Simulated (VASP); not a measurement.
Wanted: the native input for a VASP 6.6.1 run.

```
Task                   : single point
Functional             : PBEsol
Potentials or basis    : VASP PAW PBE potentials, release 64 (Cu)
Cutoff                 : 520 eV
k mesh                 : 12 × 12 × 7
Occupations            : fermi-dirac, width 0.05 eV
Spin                   : no spin polarisation
Dipole correction      : no
Further INCAR settings : ALGO = Fast; EDIFF = 1e-07; NBANDS = 18
```

The structure of Cu lies in POSCAR:

```
Cu
1.0
    2.5243584468      0.0000000000      0.0000000000
   -1.2621792234      2.1861585432      0.0000000000
    0.0000000000      0.0000000000      4.1076374566
Cu
2
Direct
    0.6666666667      0.3333333333      0.7500000000
    0.3333333333      0.6666666667      0.2500000000
```

This isn't the form of Cu at room conditions, which is fcc.

These files were run (other wordings do the same):

INCAR

```
SYSTEM = Cu
ALGO = Fast
EDIFF = 1E-7
ENCUT = 520
GGA = PS
ISIF = 2
ISMEAR = -1
LASPH = .True.
LCHARG = .False.
LREAL = .False.
LWAVE = .False.
NBANDS = 18
NELM = 60
PREC = Accurate
SIGMA = 0.05
```

KPOINTS

```
k-points
0
Gamma
  12 12 7
  0 0 0
```

Potentials or basis: VASP PAW PBE potentials, release 64 (Cu).

Command:

```bash
$ cat potpaw_PBE.64/Cu/POTCAR > POTCAR
$ mpirun -np 1 vasp_std > vasp.out
```

It gave:

* Pressure: 0.8 GPa
* Band gap on the k mesh: zero (bands 11 and 12 overlap by 5.98 eV)

Caveat: the PAW data sets were made with another functional, which shifts forces and pressure a little.

Wall time 56 s on 1 thread of Intel Xeon 8259CL (shared host), peak memory 0.15 GiB.
